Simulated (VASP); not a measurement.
**Cu12Cl: single point with PBE+D3(BJ)**

Cu12Cl, a slab with vacuum:

```xyz
13
Lattice="5.0410 0.0000 0.0000 -2.5205 4.3656 0.0000 0.0000 0.0000 23.1160" Properties=species:S:1:pos:R:3 pbc="T T T"
Cu    0.0000    1.4552    8.5000
Cu   -1.2602    3.6380    8.5000
Cu    2.5205    1.4552    8.5000
Cu    1.2602    3.6380    8.5000
Cu    1.2602    0.7276   10.5891
Cu    0.0024    2.9118   10.5783
Cu    3.7807    0.7248   10.5783
Cu    2.5181    2.9118   10.5783
Cu   -0.0003    1.4554   12.6385
Cu   -1.2602    3.6377   12.6385
Cu    2.5208    1.4554   12.6385
Cu    1.2602    3.6380   12.6446
Cl    1.2602    3.6380   14.8102
```

```yaml
Program: VASP 6.6.1
Task: single point
Functional: PBE
Dispersion: D3(BJ)
Potentials_or_basis: VASP PAW PBE potentials, release 64 (Cu, Cl)
Cutoff: 520 eV
k_mesh: 6 × 6 × 1
Occupations: gaussian, width 0.1 eV
Spin: no spin polarisation
Dipole_correction: yes
Further_INCAR_settings: ALGO = Normal; EDIFF = 1e-06; NBANDS = 82
```

```
Largest force              : 0.022 eV/Å
Band gap on the k mesh     : zero (an odd number of electrons rules out a gap without spin polarisation)
Dispersion energy per atom : -0.389 eV
```

Forces in eV/Å, atoms in the order of the input:
```
Cu   0.010 -0.006 -0.019
Cu   0.000  0.011 -0.019
Cu  -0.010 -0.006 -0.019
Cu   0.000  0.000  0.000
Cu   0.000  0.000  0.006
Cu   0.003  0.002  0.000
Cu   0.000 -0.003  0.000
Cu  -0.003  0.002  0.000
Cu  -0.002  0.001  0.020
Cu   0.000 -0.002  0.020
Cu   0.002  0.001  0.020
Cu   0.000  0.000 -0.006
Cl   0.000  0.000 -0.004
```

Levels at points of the mesh, in eV from the Fermi level:
| k point | band 67 | band 68 | band 69 | band 70 | band 71 | band 72 |
| --- | --- | --- | --- | --- | --- | --- |
| (0.00, 0.00, 0.00) | -0.95 | 0.11 | 0.20 | 0.20 | 0.89 | 0.95 |
| (0.50, 0.00, 0.00) | -1.40 | -1.08 | -0.01 | 0.06 | 0.54 | 0.83 |

It took 16 min on 1 thread of Intel(R) Xeon(R) Platinum 8259CL CPU @ 2.50GHz (Skylake/Cascade Lake), with other jobs on the host, peak memory 0.68 GiB.

Caveat: an odd number of electrons without spin polarisation forces a metal; a magnetic or distorted state may lie lower. With open d or f shells a metallic result of PBE can be an artefact of self-interaction; +U or a hybrid may open a gap.
